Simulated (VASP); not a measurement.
# H (I4/mmm) in VASP: notebook

H is run at these levels: PBE, PBE-based screened hybrid with 5 % exact exchange, PBE-based screened hybrid with 10 % exact exchange, PBE-based screened hybrid with 15 % exact exchange, PBE-based screened hybrid with 20 % exact exchange; tasks: relaxation of cell and atoms, single point.

Program: VASP 6.6.1. These are calculated values, not measurements. Logs are shortened: lines on timing, memory, paths and dates and some standing lists are left out, and cuts for length are marked.

## 1. The cell of the first run

It takes space group I4/mmm (No. 139, tetragonal). The conventional cell has a = 3.383 Å, b = 3.383 Å, c = 4.117 Å, α = 90.00°, β = 90.00°, γ = 90.00°. H (site symmetry 4mm) has 1 H at 0.74 Å within 1.0 Å.

## 2. Relaxation of cell and atoms, PBE

Input file INCAR:

```
  PREC = Accurate
  ENCUT = 910
  EDIFF = 1E-7
  ISMEAR = -1
  SIGMA = 0.05
  LREAL = False
  LASPH = True
  NELM = 120
  ALGO = Normal
  ISIF = 3
  LWAVE = False
  LCHARG = False
  GGA = PE
  IBRION = 2
  NSW = 60
  EDIFFG = -0.01
  GGA_COMPAT = False
  NELMIN = 4
```

Input file KPOINTS:

```
regular mesh
0
Gamma
  11 11 11
```

Input file POSCAR:

```
H
1.0
   -1.6915344700      1.6915344700      2.0584739900
    1.6915344700     -1.6915344700      2.0584739900
    1.6915344700      1.6915344700     -2.0584739900
H
2
Direct
    0.0901377100      0.0901377100      0.0000000000
    0.9098622900      0.9098622900      0.0000000000
```

Potentials or basis: VASP PAW PBE potentials, release 64 (H_h).

The run is started by

```sh
cat potpaw_PBE.64/H_h/POTCAR > POTCAR
mpirun -np 1 vasp_std > vasp.out
```

OUTCAR:

```text
PREC = Accurate
   ENCUT = 910
   EDIFF = 1E-7
   ISMEAR = -1
   LREAL = False
   LASPH = True
   NELM = 120
   ISIF = 3
   GGA = PE
   IBRION = 2
   NSW = 60
   EDIFFG = -0.01
   NELMIN = 4

 ion  position               nearest neighbor table
   1  0.090  0.090  0.000-   2 0.74
   2  0.910  0.910  0.000-   1 0.74

  LATTYP: Found a body centered tetragonal cell.
 ALAT       =     3.3830689400
 C/A-ratio  =     1.2169270130

  Lattice vectors:

 A1 = (  -1.6915344700,   1.6915344700,   2.0584739900)
 A2 = (   1.6915344700,  -1.6915344700,   2.0584739900)
 A3 = (   1.6915344700,   1.6915344700,  -2.0584739900)

Analysis of symmetry for initial positions (statically):
=====================================================================
 Subroutine PRICEL returns:
 Original cell was already a primitive cell.

 Routine SETGRP: Setting up the symmetry group for a
 body centered tetragonal supercell.

 Subroutine GETGRP returns: Found 16 space group operations
 (whereof 16 operations were pure point group operations)
 out of a pool of 16 trial point group operations.

The static configuration has the point symmetry D_4h.

Analysis of symmetry for dynamics (positions and initial velocities):
=====================================================================
 Subroutine PRICEL returns:
 Original cell was already a primitive cell.

 Routine SETGRP: Setting up the symmetry group for a
 body centered tetragonal supercell.

 Subroutine GETGRP returns: Found 16 space group operations
 (whereof 16 operations were pure point group operations)
 out of a pool of 16 trial point group operations.

The dynamic configuration has the point symmetry D_4h.

 Subroutine INISYM returns: Found 16 space group operations
 (whereof 16 operations are pure point group operations),
 and found     1 'primitive' translations

----------------------------------------------------------------------------------------

                                     Primitive cell

  volume of cell :      23.5596

  direct lattice vectors                    reciprocal lattice vectors
    -1.691534470  1.691534470  2.058473990     0.000000000  0.295589602  0.242898381
     1.691534470 -1.691534470  2.058473990     0.295589602  0.000000000  0.242898381
     1.691534470  1.691534470 -2.058473990     0.295589602  0.295589602  0.000000000

  length of vectors
     3.155929799  3.155929799  3.155929799     0.382587031  0.382587031  0.418026823

  position of ions in fractional coordinates (direct lattice)
     0.090137710  0.090137710  0.000000000
     0.909862290  0.909862290  0.000000000

  ion indices of the primitive-cell ions
   primitive index   ion index
                 1           1
                 2           2

----------------------------------------------------------------------------------------

 KPOINTS: regular mesh

Automatic generation of k-mesh.
 Grid dimensions read from file:
 generate k-points for:   11   11   11

 Generating k-lattice:

  Cartesian coordinates                     Fractional coordinates (reciprocal lattice)
     0.000000000  0.026871782  0.022081671     0.090909091  0.000000000  0.000000000
     0.026871782  0.000000000  0.022081671     0.000000000  0.090909091  0.000000000
     0.026871782  0.026871782  0.000000000     0.000000000  0.000000000  0.090909091

  Length of vectors
     0.034780639  0.034780639  0.038002438

  Shift w.r.t. Gamma in fractional coordinates (k-lattice)
     0.000000000  0.000000000  0.000000000

 Subroutine IBZKPT returns following result:
 ===========================================

 Found    126 irreducible k-points:

 Following reciprocal coordinates:
            Coordinates               Weight
  0.000000  0.000000  0.000000      1.000000
  0.090909  0.000000 -0.000000      8.000000
  0.181818  0.000000  0.000000      8.000000
  0.272727  0.000000  0.000000      8.000000
  0.363636 -0.000000  0.000000      8.000000
  0.454545  0.000000 -0.000000      8.000000
[... 16 lines left out ...]
 -0.272727  0.181818 -0.000000     16.000000
 -0.181818  0.181818  0.000000      4.000000
 [... further k-points ...]
   k-points           NKPTS =    126   k-points in BZ     NKDIM =    126   number of bands    NBANDS=      5
   number of dos      NEDOS =    301   number of ions     NIONS =      2
   total plane-waves  NPLWV =  32768
   dimension x,y,z NGX =    32 NGY =   32 NGZ =   32
   dimension x,y,z NGXF=    64 NGYF=   64 NGZF=   64
   ions per type =               2
   NGX,Y,Z   is equivalent  to a cutoff of  16.86, 16.86, 16.86 a.u.
   NGXF,Y,Z  is equivalent  to a cutoff of  33.71, 33.71, 33.71 a.u.
 SYSTEM =  unknown system
   PREC   = accura    normal or accurate (medium, high low for compatibility)
   ISTART =      0    job   : 0-new  1-cont  2-samecut
   ICHARG =      2    charge: 1-file 2-atom 10-const
   ISPIN  =      1    spin polarized calculation?
   LNONCOLLINEAR =      F non collinear calculations
   LSORBIT =      F    spin-orbit coupling
   LASPH  =      T    aspherical Exc in radial PAW
   ENCUT  =  910.0 eV  66.88 Ry    8.18 a.u.   7.76  7.76  7.76*2*pi/ulx,y,z
   NELM   =    120;   NELMIN=  4; NELMDL= -5     # of ELM steps
   EDIFF  = 0.1E-06   stopping-criterion for ELM
   LREAL  =      F    real-space projection
   EDIFFG = -.1E-01   stopping-criterion for IOM
   NSW    =     60    number of steps for IOM
   IBRION =      2    ionic relax: 0-MD 1-quasi-New 2-CG
   NFREE  =      1    steps in history (QN), initial steepest desc. (CG)
   ISIF   =      3    stress and relaxation
   ISYM   =      2    0-nonsym 1-usesym 2-fastsym
   POTIM  = 0.5000    time-step for ionic-motion
   TEBEG  =    0.0;   TEEND  =   0.0 temperature during run
   PSTRESS=    0.0 pullay stress
   NELECT =       2.0000    total number of electrons
   NUPDOWN=      -1.0000    fix difference up-down
   EMIN   =  10.00;   EMAX   =-10.00  energy-range for DOS
   EFERMI =   0.00;   METHOD = LEGACY
   ISMEAR =    -1;   SIGMA  =   0.05  broadening in eV -4-tet -1-fermi 0-gaus
   EFERMI_NEDOS =   21; number of points for ismear=-14 and -15
   IALGO  =     38    algorithm
   IMIX   =      4    mixing-type and parameters
     AMIX     =   0.40;   BMIX     =  1.00
     AMIX_MAG =   1.60;   BMIX_MAG =  1.00
  volume/ion in A,a.u.               =      11.78        79.49
  Fermi-wavevector in a.u.,A,eV,Ry     =   0.719497  1.359653  7.043413  0.517676
  Thomas-Fermi vector in A             =   1.808708
   LORBIT       =      0    0 simple, 1 ext, 2 COOP (PROOUT), +10 PAW based schemes
   GGA     = PE    functional components
   LHFCALC =     F    Hartree Fock is set to
   AEXX    =    0.0000 exact exchange contribution
   IVDW    =     0    specifies the selected vdW correction
   LEPSILON=     F    determine dielectric tensor
   LRPA    =     F    only Hartree local field effects (RPA)
 conjugate gradient relaxation of ions
 non-spin polarized calculation
  energy-cutoff  :      910.00
  volume of cell :       23.56
 maximum number of plane-waves:      1494
   NGX = 15   NGY = 15   NGZ = 15

--------------------------------------- Ionic step        1  -------------------------------------------

 number of electron       2.0000000 magnetization

 Free energy of the ion-electron system (eV)
  ---------------------------------------------------
  ext. energy  EPLUGINS =         0.00000000
  ---------------------------------------------------
  free energy    TOTEN  =        -6.77930351 eV

  energy without entropy =       -6.77930351  energy(sigma->0) =       -6.77930351

------------------------ aborting loop because EDIFF is reached ----------------------------------------

  FORCE on cell =-STRESS in cart. coord.  units (eV):
  Direction    XX          YY          ZZ          XY          YZ          ZX
  --------------------------------------------------------------------------------------
  -------------------------------------------------------------------------------------
  Total        0.0314041      0.0314041      0.2485436      0.0000000      0.0000000      0.0000000
  in kB        2.1356471      2.1356471     16.9023086      0.0000000      0.0000000      0.0000000
  external PRESSURE =       7.0578676 kB  Pullay stress =       0.0000000 kB
[... 89 lines left out ...]
  FREE ENERGIE OF THE ION-ELECTRON SYSTEM (eV)
  ---------------------------------------------------
  free  energy   TOTEN  =        -6.7804392909 eV

  energy  without entropy=       -6.7804392909  energy(sigma->0) =       -6.78043929

[... ionic steps 4 to 9 ...]

--------------------------------------- Ionic step       10  -------------------------------------------

 number of electron       2.0000000 magnetization

------------------------ aborting loop because EDIFF is reached ----------------------------------------

  FORCE on cell =-STRESS in cart. coord.  units (eV):
  Direction    XX          YY          ZZ          XY          YZ          ZX
  --------------------------------------------------------------------------------------
  -------------------------------------------------------------------------------------
  Total       -0.0049934     -0.0049934      0.0228824      0.0000000     -0.0000000      0.0000000
  in kB       -0.3042676     -0.3042676      1.3943122      0.0000000     -0.0000000      0.0000000
  external PRESSURE =       0.2619257 kB  Pullay stress =       0.0000000 kB
[... 57 lines left out ...]
  energy  without entropy=       -6.7748617147  energy(sigma->0) =       -6.77486171

--------------------------------------- Ionic step       12  -------------------------------------------

 number of electron       2.0000000 magnetization

 Free energy of the ion-electron system (eV)
  ---------------------------------------------------
  ext. energy  EPLUGINS =         0.00000000
  ---------------------------------------------------
  free energy    TOTEN  =        -6.78240273 eV

  energy without entropy =       -6.78240273  energy(sigma->0) =       -6.78240273

 E-fermi :  -7.4436     XC(G=0):  -5.0752

 val. band max:       -8.4327763245   @ k =  -0.4545   0.4545   0.4545
 cond. band min:       0.7019099165   @ k =   0.4545   0.0000  -0.0000
 fundamental gap:      9.1346862410
 Fermi energy:        -7.4435681881

 k-point     1 :       0.0000    0.0000    0.0000
  band No.  band energies     occupation
      1     -10.3791      2.00000
      2       4.5736      0.00000
      3       8.0195      0.00000
      4      14.0917      0.00000
      5      14.0917      0.00000

 k-point     2 :       0.0909    0.0000   -0.0000
  band No.  band energies     occupation
      1     -10.2937      2.00000
      2       4.1810      0.00000
      3       8.1805      0.00000
      4      13.1734      0.00000
      5      13.4938      0.00000
[... 169 lines left out ...]
 k-point    24 :      -0.1818    0.1818    0.0000
  band No.  band energies     occupation
      1      -9.9991      2.00000
      2       3.7720      0.00000
      3       6.9349      0.00000
      4      12.1086      0.00000
      5      12.8954      0.00000

 [... further k-points ...]
[... 5 lines left out ...]
  --------------------------------------------------------------------------------------
  -------------------------------------------------------------------------------------
  Total       -0.0050880     -0.0050880      0.0027201      0.0000000     -0.0000000      0.0000000
  in kB       -0.3098864     -0.3098864      0.1656688      0.0000000     -0.0000000      0.0000000
  external PRESSURE =      -0.1513680 kB  Pullay stress =       0.0000000 kB
[... 17 lines left out ...]
  FREE ENERGIE OF THE ION-ELECTRON SYSTEM (eV)
  ---------------------------------------------------
  free  energy   TOTEN  =        -6.7824027278 eV

  energy  without entropy=       -6.7824027278  energy(sigma->0) =       -6.78240273

 reached required accuracy - stopping structural energy minimisation
```

Wall time 1.8 min (1 thread of Intel Xeon Platinum 8259CL at 2.50GHz (Skylake/Cascade Lake), shared host); peak memory 0.18 GiB.

What came out:

* Free energy: -6.7824 eV
* Relaxed volume: 13.15 Å³/atom
* Relaxed cell: a = 3.277 Å, b = 3.277 Å, c = 3.277 Å, α = 115.47°, β = 115.47°, γ = 98.05°
* Space group after relaxing (to 0.1 Å): I4/mmm (No. 139)
* Energy gained by relaxing: 1.5 meV/atom
* Ionic steps: 12
* Pressure after relaxing: 0.0 GPa
* Largest force after relaxing: 0.007 eV/Å
* Band gap on the k mesh: 9.13 eV (least direct gap 9.80 eV)

Forces on the atoms (eV/Å):
```
H    0.000  0.000 -0.007
H    0.000  0.000  0.007
```

Step by step:
| step | energy change (eV) | largest force (eV/Å) | pressure (GPa) | volume (Å³) |
| --- | --- | --- | --- | --- |
| 1 | 0.0000 | 0.2746 | 0.71 | 23.56 |
| 2 | 0.0076 | 0.7478 | -1.05 | 23.74 |
| 3 | -0.0011 | 0.0134 | 0.22 | 23.61 |
| 4 | -0.0011 | 0.0079 | 0.23 | 23.60 |
| 5 | -0.0012 | 0.0079 | 0.23 | 23.65 |
| 6 | -0.0014 | 0.0078 | 0.21 | 23.81 |
| 7 | -0.0018 | 0.0069 | 0.18 | 24.11 |
| 8 | -0.0025 | 0.0028 | 0.12 | 24.73 |
| 9 | -0.0031 | 0.0150 | 0.04 | 25.99 |
| 10 | -0.0031 | 0.0196 | 0.03 | 26.29 |
| 11 | 0.0044 | 0.6907 | -1.08 | 26.72 |
| 12 | -0.0031 | 0.0072 | -0.02 | 26.31 |

Final structure:
```yaml
crystal:
  lattice:
    - [-1.74947, 1.74947, 2.14874]
    - [1.74947, -1.74947, 2.14874]
    - [1.74947, 1.74947, -2.14874]
  atoms:
    - { symbol: H, position: [0.08733, 0.08733, 0.00000] }
    - { symbol: H, position: [0.91267, 0.91267, 0.00000] }
```

Levels at points of the mesh, in eV from the valence-band top:
```csv
k point,band 1,band 2,band 3,band 4,band 5
"(0.00, 0.00, 0.00)",-1.95,13.01,16.45,22.52,22.52
```

Caveat: this functional lacks dispersion, which holds the molecules together, so the pressure and a relaxed volume are unreliable; an odd mesh through Γ misses points on the zone boundary, where band edges can lie.

## 3. Single point, PBE-based screened hybrid with 5 % exact exchange

POSCAR is that of step 2.

Input file INCAR.step1:

```
SYSTEM = H
  ALGO = Normal
  EDIFF = 1E-5
  ENCUT = 520
  GGA = PE
  ISIF = 2
  ISMEAR = -1
  LASPH = .True.
  LCHARG = .False.
  LREAL = .False.
  LWAVE = .True.
  NBANDS = 8
  NELM = 80
  PREC = Accurate
  SIGMA = 0.05
```

Input file INCAR.step2:

```
SYSTEM = H
  AEXX = 0.05
  ALGO = Normal
  EDIFF = 1E-6
  ENCUT = 520
  GGA = PE
  HFSCREEN = 0.2
  ISIF = 2
  ISMEAR = -1
  ISTART = 1
  LASPH = .True.
  LCHARG = .False.
  LHFCALC = .True.
  LREAL = .False.
  LWAVE = .False.
  NBANDS = 8
  NELM = 80
  PREC = Accurate
  PRECFOCK = Normal
  SIGMA = 0.05
```

Input file KPOINTS:

```
k-points
0
Gamma
  6 6 6
  0 0 0
```

Potentials or basis: VASP PAW PBE potentials, release 64 (H).

The run is started by

```sh
cat potpaw_PBE.64/H/POTCAR > POTCAR
cp INCAR.step1 INCAR
mpirun -np 1 vasp_std > vasp.out
cp INCAR.step2 INCAR
mpirun -np 1 vasp_std > vasp.out
```

Run time: 86 s. Hardware: 1 thread of Intel Xeon 8259CL, shared host; peak memory 0.23 GiB.

It converged, with:

| Item | Value |
| --- | --- |
| Free energy | -6.9917 eV |
| Pressure | 0.6 GPa |
| Largest force | 0.226 eV/Å |
| Band gap on the k mesh | 9.25 eV (least direct gap 10.07 eV) |

Forces on the atoms (eV/Å):
```
H    0.000  0.000  0.226
H    0.000  0.000 -0.226
```

Stress tensor (GPa, compression positive):
```
0.19 0.00 0.00
0.00 0.19 0.00
0.00 0.00 1.32
```

Levels at points of the mesh, in eV from the valence-band top:
```tsv
k point	band 1	band 2	band 3	band 4	band 5	band 6
(0.00, 0.00, 0.00)	-2.40	13.93	17.54	23.94	23.94	25.97
(0.50, 0.00, 0.00)	-0.82	9.25	17.29	19.20	20.69	23.57
(0.50, 0.50, 0.00)	-0.61	11.02	14.46	16.58	19.37	20.29
(0.50, 0.50, 0.50)	0.00	10.50	15.89	16.50	16.50	18.79
```

Caveat: this functional lacks dispersion, which holds the molecules together, so the pressure and a relaxed volume are unreliable; the PAW data sets were made with another functional, which shifts forces and pressure a little.

## 4. Single point, PBE-based screened hybrid with 10 % exact exchange

POSCAR is that of step 3.

Input file INCAR.step1:

```
SYSTEM = H
PREC = Accurate
ENCUT = 520
EDIFF = 1E-5
ISMEAR = -1
SIGMA = 0.05
LREAL = .FALSE.
LASPH = .TRUE.
NELM = 100
ALGO = Normal
ISIF = 2
LWAVE = .TRUE.
LCHARG = .FALSE.
GGA = PE
NBANDS = 8
```

Input file INCAR.step2:

```
SYSTEM = H
PREC = Accurate
ENCUT = 520
EDIFF = 1E-7
ISMEAR = -1
SIGMA = 0.05
LREAL = .FALSE.
LASPH = .TRUE.
NELM = 100
ALGO = Normal
ISIF = 2
LWAVE = .FALSE.
LCHARG = .FALSE.
GGA = PE
LHFCALC = .TRUE.
AEXX = 0.1
HFSCREEN = 0.2
PRECFOCK = Normal
ISTART = 1
NBANDS = 8
```

Input file KPOINTS:

```
Automatic mesh
0
G
  6 6 6
  0 0 0
```

The run is started by

```sh
cat potpaw_PBE.64/H/POTCAR > POTCAR
cp INCAR.step1 INCAR
mpirun -np 1 vasp_std > vasp.out
cp INCAR.step2 INCAR
mpirun -np 1 vasp_std > vasp.out
```

It took 3.7 min on 1 thread of Intel Xeon 8259CL, shared host; peak memory 0.23 GiB.

It converged, with:

| Item | Value |
| --- | --- |
| Free energy | -7.2026 eV |
| Pressure | 0.5 GPa |
| Largest force | 0.190 eV/Å |
| Band gap on the k mesh | 9.56 eV (least direct gap 10.39 eV) |

Forces on the atoms (eV/Å):
```
H    0.000  0.000  0.190
H    0.000  0.000 -0.190
```

Stress tensor (GPa, compression positive):
```
0.18 0.00 0.00
0.00 0.18 0.00
0.00 0.00 1.13
```

Levels at points of the mesh, in eV from the valence-band top:
```tsv
k point	band 1	band 2	band 3	band 4	band 5
(0.00, 0.00, 0.00)	-2.43	14.27	17.98	24.33	24.33
(0.50, 0.00, 0.00)	-0.83	9.56	17.62	19.61	21.07
(0.50, 0.50, 0.00)	-0.62	11.32	14.86	16.89	19.72
(0.50, 0.50, 0.50)	0.00	10.84	16.19	16.84	16.84
```

Caveat: this functional lacks dispersion, which holds the molecules together, so the pressure and a relaxed volume are unreliable; the PAW data sets were made with another functional, which shifts forces and pressure a little.

(Part 1 of 2 ends here.)
